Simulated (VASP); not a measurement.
A run of VASP 6.6.1 is set up as follows.

INCAR

```
SYSTEM = BP
PREC     = Accurate       ! precision mode
ENCUT    = 500            ! plane-wave cutoff, eV
EDIFF    = 1E-6           ! SCF threshold, eV
ISMEAR   = 0              ! smearing method
SIGMA    = 0.02           ! smearing width, eV
LREAL    = .FALSE.        ! projectors in reciprocal space
LASPH    = .TRUE.         ! aspherical terms in the spheres
NELM     = 120            ! most SCF steps
ALGO     = Normal         ! electronic algorithm
ISIF     = 2              ! what is computed and relaxed
LWAVE    = .FALSE.        ! write WAVECAR
LCHARG   = .TRUE.         ! write CHGCAR
GGA      = PE             ! functional
LELF     = .TRUE.         ! ELF
LVHAR    = .TRUE.       
NBANDS   = 11             ! bands
GGA_COMPAT= .FALSE.
```

The input KPOINTS:

```
regular mesh
0
G
  10 10 10
  0 0 0
```

The input POSCAR:

```
BP
1.0
    0.0000000000      2.2741219932      2.2741219932
    2.2741219932      0.0000000000      2.2741219932
    2.2741219932      2.2741219932      0.0000000000
B P
1 1
Direct
    0.0000000000      0.0000000000      0.0000000000
    0.2500000000      0.2500000000      0.2500000000
```

Potentials or basis: VASP PAW PBE potentials, release 64 (B, P).

Run with:

```console
$ cat potpaw_PBE.64/B/POTCAR potpaw_PBE.64/P/POTCAR > POTCAR
$ mpirun -np 1 vasp_std > vasp.out
```

**Question.** What does it give for the pressure?

**Answer.** -0.2 GPa.

**Question.** Predict the band gap on the k mesh.

**Answer.** 1.25 eV (least direct gap 3.39 eV).

A k mesh can miss the band edges.
